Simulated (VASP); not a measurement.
Here is a VASP 6.6.1 calculation.

File INCAR:

```
ALGO     = Normal         # electronic algorithm
EDIFF    = 1E-7           # SCF threshold, eV
ENCUT    = 520            # plane-wave cutoff, eV
GGA      = PE             # functional
ISIF     = 2              # what is computed and relaxed
ISMEAR   = -1             # smearing method
LASPH    = T              # aspherical terms in the spheres
LCHARG   = T              # write CHGCAR
LELF     = T              # ELF
LREAL    = F              # projectors in reciprocal space
LVHAR    = T            
LWAVE    = F              # write WAVECAR
NBANDS   = 22             # bands
NELM     = 80             # most SCF steps
PREC     = Accurate       # precision mode
SIGMA    = 0.05           # smearing width, eV
```

KPOINTS

```
k-points
0
Gamma
  10 10 6
```

POSCAR

```
HfC
1.0
    2.6167741544      0.0000000000      0.0000000000
   -1.3083870772      2.2661928937      0.0000000000
    0.0000000000      0.0000000000      4.9412364664
Hf C
2 2
Direct
    0.0000000000      0.0000000000      0.0000000000
    0.0000000000      0.0000000000      0.5000000000
    0.3333333333      0.6666666667      0.2500000000
    0.6666666667      0.3333333333      0.7500000000
```

Potentials or basis: VASP PAW PBE potentials, release 64 (Hf_pv, C).

The run is started by

```console
$ cat potpaw_PBE.64/Hf_pv/POTCAR potpaw_PBE.64/C/POTCAR > POTCAR
$ mpirun -np 1 vasp_std > vasp.out
```

**Question.** Predict the band gap on the k mesh.

**Answer.** Zero (bands 14 and 15 overlap by 2.50 eV).

**Question.** Estimate the pressure.

**Answer.** 375.6 GPa.

Stress tensor (GPa, compression positive):
```
376.04   0.00   0.00
  0.00 376.04   0.00
  0.00   0.00 374.70
```

Caveat: the cell stands under pressure; spin-orbit coupling is left out, which moves the levels of the heavy elements.
